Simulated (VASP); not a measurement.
# Ga2PdS3 in VASP: further runs

Ga2PdS3 is run at these levels: PBE; tasks: single point.

Everything below comes from runs of VASP 6.6.1. Logs are shortened: lines on timing, memory, paths and dates and some standing lists are left out, and cuts for length are marked.

## 1. The cell of the first run

The typed cell holds 6 atoms: a = 5.051 Å, b = 5.051 Å, c = 8.033 Å, α = 90.00°, β = 90.00°, γ = 120.00°.

The cell was generated, and may not be a known phase.

## 2. Single point, PBE

INCAR

```
PREC     = Accurate       # precision mode
ENCUT    = 520            # plane-wave cutoff, eV
EDIFF    = 1E-7           # SCF threshold, eV
ISMEAR   = 0              # smearing method
SIGMA    = 0.1            # smearing width, eV
LREAL    = False          # projectors in reciprocal space
LASPH    = True           # aspherical terms in the spheres
NELM     = 80             # most SCF steps
ALGO     = Normal         # electronic algorithm
ISIF     = 2              # what is computed and relaxed
LWAVE    = False          # write WAVECAR
LCHARG   = False          # write CHGCAR
GGA      = PE             # functional
NBANDS   = 36             # bands
```

KPOINTS

```
Automatic mesh
0
Gamma
  6 6 2
```

POSCAR

```
Ga2PdS3
1.0
    5.0505603388      0.0000000000      0.0000000000
   -2.5252801694      4.3739135568      0.0000000000
    0.0000000000      0.0000000000      8.0331686486
Ga Pd S
2 1 3
Direct
    0.0000000000      0.0000000000      0.9063322552
    0.0000000000      0.0000000000      0.3114254385
    0.0000000000      0.0000000000      0.6088739944
    0.5000000000      0.0000000000      0.1089747873
    0.0000000000      0.5000000000      0.1089747873
    0.5000000000      0.5000000000      0.1089747873
```

Potentials or basis: VASP PAW PBE potentials, release 64 (Ga_d, Pd, S).

On the command line:

```console
$ cat potpaw_PBE.64/Ga_d/POTCAR potpaw_PBE.64/Pd/POTCAR potpaw_PBE.64/S/POTCAR > POTCAR
$ mpirun -np 1 vasp_std > vasp.out
```

OUTCAR:

```text
PREC = Accurate
   ENCUT = 520
   EDIFF = 1E-7
   ISMEAR = 0
   LREAL = False
   LASPH = True
   NELM = 80
   ISIF = 2
   GGA = PE

 ion  position               nearest neighbor table
   1  0.000  0.000  0.906-   3 2.39
   2  0.000  0.000  0.311-   3 2.39
   3  0.000  0.000  0.609-   2 2.39   1 2.39
   4  0.500  0.000  0.109-   5 2.53   6 2.53   6 2.53   5 2.53
   5  0.000  0.500  0.109-   6 2.53   6 2.53   4 2.53   4 2.53
   6  0.500  0.500  0.109-   5 2.53   5 2.53   4 2.53   4 2.53

  LATTYP: Found a hexagonal cell.
 ALAT       =     5.0505603388
 C/A-ratio  =     1.5905499805

  Lattice vectors:

 A1 = (   5.0505603388,   0.0000000000,   0.0000000000)
 A2 = (  -2.5252801694,   4.3739135568,   0.0000000000)
 A3 = (   0.0000000000,   0.0000000000,   8.0331686486)

Analysis of symmetry for initial positions (statically):
=====================================================================
 Subroutine PRICEL returns:
 Original cell was already a primitive cell.

 Routine SETGRP: Setting up the symmetry group for a
 hexagonal supercell.

 Subroutine GETGRP returns: Found 12 space group operations
 (whereof 12 operations were pure point group operations)
 out of a pool of 24 trial point group operations.

The static configuration has the point symmetry C_6v.

Analysis of symmetry for dynamics (positions and initial velocities):
=====================================================================
 Subroutine PRICEL returns:
 Original cell was already a primitive cell.

 Routine SETGRP: Setting up the symmetry group for a
 hexagonal supercell.

 Subroutine GETGRP returns: Found 12 space group operations
 (whereof 12 operations were pure point group operations)
 out of a pool of 24 trial point group operations.

The dynamic configuration has the point symmetry C_6v.

 Subroutine INISYM returns: Found 12 space group operations
 (whereof 12 operations are pure point group operations),
 and found     1 'primitive' translations

----------------------------------------------------------------------------------------

                                     Primitive cell

  volume of cell :     177.4584

  direct lattice vectors                    reciprocal lattice vectors
     5.050560339  0.000000000  0.000000000     0.197997833  0.114314102  0.000000000
[... 84 lines left out ...]
   LREAL  =      F    real-space projection
   EDIFFG = 0.1E-05   stopping-criterion for IOM
   NSW    =      0    number of steps for IOM
   IBRION =     -1    ionic relax: 0-MD 1-quasi-New 2-CG
   NFREE  =      0    steps in history (QN), initial steepest desc. (CG)
   ISIF   =      2    stress and relaxation
   ISYM   =      2    0-nonsym 1-usesym 2-fastsym
   POTIM  = 0.5000    time-step for ionic-motion
   TEBEG  =    0.0;   TEEND  =   0.0 temperature during run
   PSTRESS=    0.0 pullay stress
   NELECT =      54.0000    total number of electrons
   NUPDOWN=      -1.0000    fix difference up-down
   EMIN   =  10.00;   EMAX   =-10.00  energy-range for DOS
   EFERMI =   0.00;   METHOD = LEGACY
   ISMEAR =     0;   SIGMA  =   0.10  broadening in eV -4-tet -1-fermi 0-gaus
   EFERMI_NEDOS =   21; number of points for ismear=-14 and -15
   IALGO  =     38    algorithm
   IMIX   =      4    mixing-type and parameters
     AMIX     =   0.40;   BMIX     =  1.00
     AMIX_MAG =   1.60;   BMIX_MAG =  1.00
  volume/ion in A,a.u.               =      29.58       199.59
  Fermi-wavevector in a.u.,A,eV,Ry     =   1.101135  2.080843 16.497038  1.212498
  Thomas-Fermi vector in A             =   2.237557
   LORBIT       =      0    0 simple, 1 ext, 2 COOP (PROOUT), +10 PAW based schemes
   GGA     = PE    functional components
   LHFCALC =     F    Hartree Fock is set to
   AEXX    =    0.0000 exact exchange contribution
   IVDW    =     0    specifies the selected vdW correction
   LEPSILON=     F    determine dielectric tensor
   LRPA    =     F    only Hartree local field effects (RPA)
 non-spin polarized calculation
 Gauss-broadening in eV      SIGMA  =   0.10
  energy-cutoff  :      520.00
  volume of cell :      177.46
 maximum number of plane-waves:      4818
 NGX is ok and might be reduce to    40
   NGX = 19   NGY = 19   NGZ = 29

 number of electron      53.9999985 magnetization

 Free energy of the ion-electron system (eV)
  ---------------------------------------------------
  ext. energy  EPLUGINS =         0.00000000
  ---------------------------------------------------
  free energy    TOTEN  =       -20.28983069 eV

  energy without entropy =      -20.27691668  energy(sigma->0) =      -20.28337368

 E-fermi :   1.8047     XC(G=0):  -7.9209

 val. band max:        1.7742864733   @ k =   0.3333   0.3333   0.5000
 cond. band min:       1.8205809406   @ k =   0.3333   0.3333   0.5000
 fundamental gap:      0.0462944674
 Fermi energy:         1.8046804124

 k-point     1 :       0.0000    0.0000    0.0000
  band No.  band energies     occupation
      1     -13.7863      2.00000
      2     -12.9194      2.00000
      3     -12.8558      2.00000
      4     -12.8558      2.00000
      5     -12.8543      2.00000
      6     -12.8543      2.00000
[... 535 lines left out ...]
     35       5.1309      0.00000
     36       7.9263      0.00000

------------------------ aborting loop because EDIFF is reached ----------------------------------------

  FORCE on cell =-STRESS in cart. coord.  units (eV):
  Direction    XX          YY          ZZ          XY          YZ          ZX
  --------------------------------------------------------------------------------------
  -------------------------------------------------------------------------------------
  Total       -0.0720996     -0.0720996      0.2978652     -0.0000000      0.0000000      0.0000000
  in kB       -0.6509489     -0.6509489      2.6892653     -0.0000000      0.0000000      0.0000000
  external PRESSURE =       0.4624558 kB  Pullay stress =       0.0000000 kB

 VOLUME and BASIS-vectors are now :
 -----------------------------------------------------------------------------
  energy-cutoff  :      520.00
  volume of cell :      177.46
      direct lattice vectors                 reciprocal lattice vectors
     5.050560339  0.000000000  0.000000000     0.197997833  0.114314102  0.000000000
    -2.525280169  4.373913557  0.000000000     0.000000000  0.228628204  0.000000000
     0.000000000  0.000000000  8.033168649     0.000000000  0.000000000  0.124483880

 POSITION                                       TOTAL-FORCE (eV/Angst)
 -----------------------------------------------------------------------------------
      0.00000      0.00000      7.28072         0.000000     -0.000000      0.052234
      0.00000      0.00000      2.50173        -0.000000      0.000000     -0.050911
      0.00000      0.00000      4.89119         0.000000     -0.000000      0.001395
      2.52528      0.00000      0.87541         0.000000     -0.000000     -0.000906
     -1.26264      2.18696      0.87541         0.000000     -0.000000     -0.000906
      1.26264      2.18696      0.87541         0.000000     -0.000000     -0.000906
 -----------------------------------------------------------------------------------
    total drift:                               -0.000000     -0.000000      0.000571

  FREE ENERGIE OF THE ION-ELECTRON SYSTEM (eV)
  ---------------------------------------------------
  free  energy   TOTEN  =       -20.2898306853 eV

  energy  without entropy=      -20.2769166837  energy(sigma->0) =      -20.28337368
```

OSZICAR:

```text
N       E                     dE             d eps       ncg     rms          rms(c)
DAV:   1     0.457818218767E+03    0.45782E+03   -0.23289E+04  1108   0.182E+03
DAV:   2     0.440997119558E+02   -0.41372E+03   -0.39407E+03  1136   0.485E+02
DAV:   3    -0.173029500509E+02   -0.61403E+02   -0.59633E+02  1268   0.139E+02
DAV:   4    -0.208500689530E+02   -0.35471E+01   -0.34875E+01  1256   0.347E+01
DAV:   5    -0.209527239157E+02   -0.10265E+00   -0.10237E+00  1288   0.559E+00    0.148E+01
DAV:   6    -0.204402018952E+02    0.51252E+00   -0.28847E+00  1220   0.114E+01    0.102E+01
DAV:   7    -0.205191138065E+02   -0.78912E-01   -0.36983E+00  1272   0.818E+00    0.509E+00
DAV:   8    -0.203059402105E+02    0.21317E+00   -0.52365E-01  1104   0.418E+00    0.936E-01
DAV:   9    -0.202900599248E+02    0.15880E-01   -0.22737E-01  1220   0.236E+00    0.425E-01
DAV:  10    -0.202898086324E+02    0.25129E-03   -0.41371E-02  1148   0.102E+00    0.192E-01
DAV:  11    -0.202895740999E+02    0.23453E-03   -0.14998E-03  1204   0.334E-01    0.120E-01
DAV:  12    -0.202898111945E+02   -0.23709E-03   -0.10703E-03  1104   0.314E-01    0.614E-02
DAV:  13    -0.202898155918E+02   -0.43973E-05   -0.12090E-04  1188   0.179E-01    0.142E-02
DAV:  14    -0.202898260385E+02   -0.10447E-04   -0.19634E-05  1260   0.266E-02    0.899E-03
DAV:  15    -0.202898307773E+02   -0.47388E-05   -0.14575E-05  1080   0.366E-02    0.346E-03
DAV:  16    -0.202898306769E+02    0.10037E-06   -0.86614E-07  1308   0.138E-02    0.158E-03
DAV:  17    -0.202898306853E+02   -0.83764E-08   -0.30511E-07   932   0.338E-03
   1 F= -.20289831E+02 E0= -.20283374E+02  d E =-.129140E-01
```

Wall time 68 s (1 thread of AMD EPYC 9R45 (Zen 5), shared host); peak memory 0.31 GiB.

What came out:

```
Free energy            : -20.2898 eV
Pressure               : 0.0 GPa
Largest force          : 0.052 eV/Å
Band gap on the k mesh : zero (bands 27 and 28 overlap by 0.96 eV)
```

Forces on the atoms (eV/Å):
```
Ga   0.000  0.000  0.052
Ga   0.000  0.000 -0.051
Pd   0.000  0.000  0.001
S    0.000  0.000 -0.001
S    0.000  0.000 -0.001
S    0.000  0.000 -0.001
```

Stress tensor (GPa, compression positive):
```
-0.07  0.00  0.00
 0.00 -0.07  0.00
 0.00  0.00  0.27
```

Levels at points of the mesh, in eV from the Fermi level:
| k point | band 23 | band 24 | band 25 | band 26 | band 27 | band 28 | band 29 | band 30 | band 31 | band 32 |
| --- | --- | --- | --- | --- | --- | --- | --- | --- | --- | --- |
| (0.00, 0.00, 0.00) | -0.81 | -0.81 | -0.59 | -0.59 | -0.59 | 2.46 | 2.86 | 2.86 | 3.39 | 3.39 |
| (0.50, 0.00, 0.00) | -1.52 | -1.27 | -0.94 | -0.68 | -0.50 | -0.31 | 1.30 | 1.59 | 3.42 | 3.65 |
| (0.00, 0.00, 0.50) | -0.85 | -0.71 | -0.56 | -0.56 | 0.19 | 1.81 | 2.17 | 2.17 | 2.46 | 3.69 |
| (0.50, 0.00, 0.50) | -1.42 | -1.40 | -1.25 | -0.64 | -0.50 | -0.44 | 1.60 | 2.53 | 2.59 | 2.70 |

Caveat: the k points lie up to 0.39 Å⁻¹ apart, too coarse for converged energies and pressures of a metal.

## 3. Single point, PBE

This run uses another cell than the first one, of 29.39 Å³/atom.

INCAR

```
  PREC = Accurate
  ENCUT = 520
  EDIFF = 1E-6
  ISMEAR = 0
  SIGMA = 0.1
  LREAL = False
  LASPH = True
  NELM = 60
  ALGO = Normal
  ISIF = 2
  LWAVE = False
  LCHARG = False
  GGA = PE
  NBANDS = 36
```

KPOINTS

```
Automatic mesh
0
Gamma
  12 12 6
```

POSCAR

```
Ga2PdS3
1.0
    5.0136603254      0.0000000000      0.0000000000
   -2.5068301627      4.3419572078      0.0000000000
    0.0000000000      0.0000000000      8.1011758991
Ga Pd S
2 1 3
Direct
    0.0000000000      0.0000000000      0.7955404818
    0.0000000000      0.0000000000      0.2044595182
    0.0000000000      0.0000000000      0.5000000000
    0.5000000000      0.0000000000      0.0000000000
    0.0000000000      0.5000000000      0.0000000000
    0.5000000000      0.5000000000      0.0000000000
```

Potentials or basis: VASP PAW PBE potentials, release 64 (Ga_d, Pd, S).

On the command line:

```console
$ cat potpaw_PBE.64/Ga_d/POTCAR potpaw_PBE.64/Pd/POTCAR potpaw_PBE.64/S/POTCAR > POTCAR
$ mpirun -np 1 vasp_std > vasp.out
```

Run time: 4.8 min. Hardware: 1 thread of AMD EPYC 9R45 (Zen 5), shared host; peak memory 0.57 GiB.

The run converged. Its results:

| Quantity | Value |
| --- | --- |
| Free energy | -20.4264 eV |
| Pressure | 0.0 GPa |
| Largest force | 0.022 eV/Å |
| Band gap on the k mesh | zero (bands 27 and 28 overlap by 1.30 eV) |

Forces on the atoms (eV/Å):
```
Ga   0.000  0.000  0.022
Ga   0.000  0.000 -0.022
Pd   0.000  0.000  0.000
S    0.000  0.000  0.000
S    0.000  0.000  0.000
S    0.000  0.000  0.000
```

Stress tensor (GPa, compression positive):
```
-0.03  0.00  0.00
 0.00 -0.03  0.00
 0.00  0.00  0.12
```

Levels at points of the mesh, in eV from the Fermi level:
| k point | band 24 | band 25 | band 26 | band 27 | band 28 | band 29 | band 30 | band 31 |
| --- | --- | --- | --- | --- | --- | --- | --- | --- |
| (0.00, 0.00, 0.00) | -0.81 | -0.59 | -0.58 | -0.58 | 2.58 | 2.86 | 2.86 | 3.48 |
| (0.50, 0.00, 0.00) | -1.25 | -0.93 | -0.66 | -0.48 | -0.29 | 1.27 | 1.66 | 3.40 |
| (0.00, 0.00, 0.50) | -0.72 | -0.54 | -0.54 | 0.21 | 1.77 | 2.18 | 2.18 | 2.58 |
| (0.50, 0.00, 0.50) | -1.40 | -1.23 | -0.62 | -0.48 | -0.43 | 1.55 | 2.48 | 2.66 |

The gap in the log of VASP goes by the Fermi energy; the results here count the filled bands.